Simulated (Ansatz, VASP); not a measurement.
# Pt in VASP and in Ansatz

```
Pt
1.0
     2.75233    0.00000    0.00000
    -1.37616    2.38359    0.00000
     0.00000    0.00000    9.19195
Pt
4
Direct
  0.00000 0.00000 0.00000
  0.00000 0.00000 0.50000
  0.33333 0.66667 0.75000
  0.66667 0.33333 0.25000
```

Alike in both runs: task relaxation of cell and atoms; functional PBEsol; k mesh 21 × 21 × 6; occupations gaussian, width 0.1 eV; no spin polarisation.

|  | VASP | Ansatz |
| --- | --- | --- |
| version | VASP 6.6.1 | Ansatz 0.2.0 |
| potentials or method | VASP PAW PBE potentials, release 64 (Pt), cutoff 600 eV | scalar-relativistic, plane waves, PAW |
| valence electrons in the cell | 40 | 72 |

```csv
,VASP,Ansatz,Ansatz less VASP
"gap on the k mesh at the Fermi level, each at its own relaxed structure (eV)",none,none,-
relaxed volume (Å³/atom),15.06,15.08,+0.019
relaxed cell length with the largest relative difference (Å),9.199,9.209,+0.0106
```

VASP's potentials were made for PBE, not for PBEsol. A gap of «none» marks a metal or a gap that the smearing closes. VASP's potentials hold 40 valence electrons a cell and Ansatz's 72, so a difference there can come from the potentials and not from the codes.

Spin-orbit coupling is off throughout. Noted on VASP's run: too few bands were computed for a metal, which touches its energy and stress.
